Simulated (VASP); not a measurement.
# O (R-3m) in VASP: further runs, part 2 of 2

VASP 6.6.1.

## Step 4: Single point, PBEsol (zz strain of -1 %)

Input file INCAR:

```
SYSTEM = O
PREC     = Accurate       ! precision mode
ENCUT    = 520            ! plane-wave cutoff, eV
EDIFF    = 1E-6           ! SCF threshold, eV
ISMEAR   = -1             ! smearing method
SIGMA    = 0.02           ! smearing width, eV
LREAL    = .False.        ! projectors in reciprocal space
LASPH    = .True.         ! aspherical terms in the spheres
NELM     = 60             ! most SCF steps
ALGO     = Normal         ! electronic algorithm
ISIF     = 2              ! what is computed and relaxed
LWAVE    = .False.        ! write WAVECAR
LCHARG   = .False.        ! write CHGCAR
GGA      = PS             ! functional
NBANDS   = 13             ! bands
```

Input file KPOINTS:

```
Automatic mesh
0
Gamma
  10 10 10
  0 0 0
```

Input file POSCAR:

```
O
1.0
    1.4233490221      0.8217709410      3.3742170000
   -1.4233490221      0.8217709410      3.3742170000
    0.0000000000     -1.6435418821      3.3742170000
O
2
Direct
    0.0577000000      0.0577000000      0.0577000000
    0.9423000000      0.9423000000      0.9423000000
```

Potentials or basis: VASP PAW PBE potentials, release 64 (O).

Run with:

```bash
> cat potpaw_PBE.64/O/POTCAR > POTCAR
> mpirun -np 1 vasp_std > vasp.out
```

OUTCAR:

```text
SYSTEM = O
   PREC = Accurate
   ENCUT = 520
   EDIFF = 1E-6
   ISMEAR = -1
   LREAL = .False.
   LASPH = .True.
   NELM = 60
   ISIF = 2
   GGA = PS

 ion  position               nearest neighbor table
   1  0.058  0.058  0.058-   2 1.17
   2  0.942  0.942  0.942-   1 1.17

  LATTYP: Found a trigonal (rhomboedric) cell.
 ALAT       =     3.7532079987
 COS(alpha) =     0.7123611499

  Lattice vectors:

 A1 = (   1.4233490221,   0.8217709410,   3.3742170000)
 A2 = (  -1.4233490221,   0.8217709410,   3.3742170000)
 A3 = (   0.0000000000,  -1.6435418821,   3.3742170000)

Analysis of symmetry for initial positions (statically):
=====================================================================
 Subroutine PRICEL returns:
 Original cell was already a primitive cell.

 Routine SETGRP: Setting up the symmetry group for a
 trigonal (rhombohedral) supercell.

 Subroutine GETGRP returns: Found 12 space group operations
 (whereof 12 operations were pure point group operations)
 out of a pool of 12 trial point group operations.

The static configuration has the point symmetry D_3d.

Analysis of symmetry for dynamics (positions and initial velocities):
=====================================================================
 Subroutine PRICEL returns:
 Original cell was already a primitive cell.

 Routine SETGRP: Setting up the symmetry group for a
 trigonal (rhombohedral) supercell.

 Subroutine GETGRP returns: Found 12 space group operations
 (whereof 12 operations were pure point group operations)
 out of a pool of 12 trial point group operations.

The dynamic configuration has the point symmetry D_3d.

 Subroutine INISYM returns: Found 12 space group operations
 (whereof 12 operations are pure point group operations),
 and found     1 'primitive' translations

----------------------------------------------------------------------------------------
[... 114 lines left out ...]
  volume/ion in A,a.u.               =      11.84        79.90
  Fermi-wavevector in a.u.,A,eV,Ry     =   1.305188  2.466448 23.177741  1.703516
  Thomas-Fermi vector in A             =   2.436074
   LORBIT       =      0    0 simple, 1 ext, 2 COOP (PROOUT), +10 PAW based schemes
   GGA     = PS    functional components
   LHFCALC =     F    Hartree Fock is set to
   AEXX    =    0.0000 exact exchange contribution
   IVDW    =     0    specifies the selected vdW correction
   LEPSILON=     F    determine dielectric tensor
   LRPA    =     F    only Hartree local field effects (RPA)
 non-spin polarized calculation
  energy-cutoff  :      520.00
  volume of cell :       23.68
 maximum number of plane-waves:       648
   NGX = 13   NGY = 13   NGZ = 13

 number of electron      11.9999998 magnetization

 Free energy of the ion-electron system (eV)
  ---------------------------------------------------
  ext. energy  EPLUGINS =         0.00000000
  ---------------------------------------------------
  free energy    TOTEN  =        -9.77248329 eV

  energy without entropy =       -9.77089647  energy(sigma->0) =       -9.77168988

 E-fermi :   0.5518     XC(G=0):  -9.4792

 val. band max:        0.5147939726   @ k =  -0.4000   0.1000   0.0000
 cond. band min:       0.5563964910   @ k =   0.5000   0.5000   0.3000
 fundamental gap:      0.0416025185
 Fermi energy:         0.5518088394

 k-point     1 :       0.0000    0.0000    0.0000
  band No.  band energies     occupation
      1     -28.0062      2.00000
      2     -13.1709      2.00000
      3      -8.8022      2.00000
      4      -6.2996      2.00000
      5      -6.2996      2.00000
      6       1.1116      0.00000
      7       1.1116      0.00000
      8       8.5595      0.00000
      9      12.5272      0.00000
     10      15.4102      0.00000
     11      19.2572      0.00000
     12      21.5461      0.00000
     13      21.5461      0.00000
[... 354 lines left out ...]
  band No.  band energies     occupation
      1     -27.7001      2.00000
      2     -13.3827      2.00000
      3      -8.2305      2.00000
      4      -6.9642      2.00000
      5      -6.8704      2.00000
      6      -0.3852      2.00000
      7       1.0541      0.00000
      8      10.5098      0.00000
      9      12.6626      0.00000
     10      15.1658      0.00000
     11      15.7868      0.00000
     12      19.7534      0.00000
     13      22.3686      0.00000

 [... further k-points ...]
[... 5 lines left out ...]
  --------------------------------------------------------------------------------------
  -------------------------------------------------------------------------------------
  Total       -1.3122004     -1.3122004      6.8040781      0.0000000     -0.0000000     -0.0000000
  in kB      -88.7818699    -88.7818699    460.3555973      0.0000000     -0.0000000     -0.0000000
  external PRESSURE =      94.2639525 kB  Pullay stress =       0.0000000 kB

 VOLUME and BASIS-vectors are now :
 -----------------------------------------------------------------------------
  energy-cutoff  :      520.00
  volume of cell :       23.68
      direct lattice vectors                 reciprocal lattice vectors
     1.423349022  0.821770941  3.374217000     0.351284184  0.202814018  0.098788351
    -1.423349022  0.821770941  3.374217000    -0.351284184  0.202814018  0.098788351
     0.000000000 -1.643541882  3.374217000     0.000000000 -0.405628037  0.098788351

 POSITION                                       TOTAL-FORCE (eV/Angst)
 -----------------------------------------------------------------------------------
      0.00000     -0.00000      0.58408         0.000000     -0.000000      5.204063
      0.00000     -0.00000      9.53857         0.000000      0.000000     -5.204063
 -----------------------------------------------------------------------------------
    total drift:                                0.000000     -0.000000      0.000000

  FREE ENERGIE OF THE ION-ELECTRON SYSTEM (eV)
  ---------------------------------------------------
  free  energy   TOTEN  =        -9.7724832933 eV

  energy  without entropy=       -9.7708964747  energy(sigma->0) =       -9.77168988
```

stdout:

```text
POSCAR found type information on POSCAR O
 POSCAR found :  1 types and       2 ions
 scaLAPACK will be used
 -----------------------------------------------------------------------------
|                                                                             |
|                                                                             |
|     You enforced a specific xc type in the INCAR file but a different       |
|     I HOPE YOU KNOW WHAT YOU ARE DOING!                                     |
|                                                                             |
 -----------------------------------------------------------------------------

 LDA part: xc-table for (Slater+PW92), standard interpolation
 POSCAR, INCAR and KPOINTS ok, starting setup
 FFT: planning ... GRIDC
 FFT: planning ... GRID_SOFT
 FFT: planning ... GRID
 WAVECAR not read
 entering main loop
```

It took 30 s on 1 thread of AMD EPYC 7R13 (Zen 3), shared host; peak memory 0.13 GiB.

What came out:

- Free energy: -9.7725 eV
- Pressure: 9.4 GPa
- Largest force: 5.204 eV/Å
- Band gap on the k mesh: zero (band 6 reaches 1.38 eV, above the bottom of band 7 at 0.06 eV)

Forces in eV/Å, atoms in the order of the input:
```
O    0.000  0.000  5.204
O    0.000  0.000 -5.204
```

Caveat: the cell differs from its parent crystal (zz strain of -1 %); the standard files for N, O and F lose accuracy on very short bonds; spin is off for a triplet molecule; the PAW data sets were made with another functional, which shifts forces and pressure a little.

## Step 5: Overview

```tsv
cell	gap on the mesh (eV)	pressure (GPa)	largest force (eV/Å)
a = 3.758 Å, angles 44.2°, 2 atoms	none	8.4	4.76
a = 3.771 Å, angles 44.2°, 2 atoms	none	7.1	4.34
a = 3.753 Å, angles 44.6°, 2 atoms	none	9.4	5.20
```

Alike in all rows: task single point; level PBEsol; potentials or basis VASP PAW PBE potentials, release 64 (O); no spin polarisation; k mesh 10 × 10 × 10; cutoff (eV) 520; smearing fermi-dirac 0.02 eV.

Caveats: the standard files for N, O and F lose accuracy on very short bonds; spin is off for a triplet molecule; the PAW data sets were made with another functional, which shifts forces and pressure a little.

Absolute energies hang on the potentials; compare differences alone.
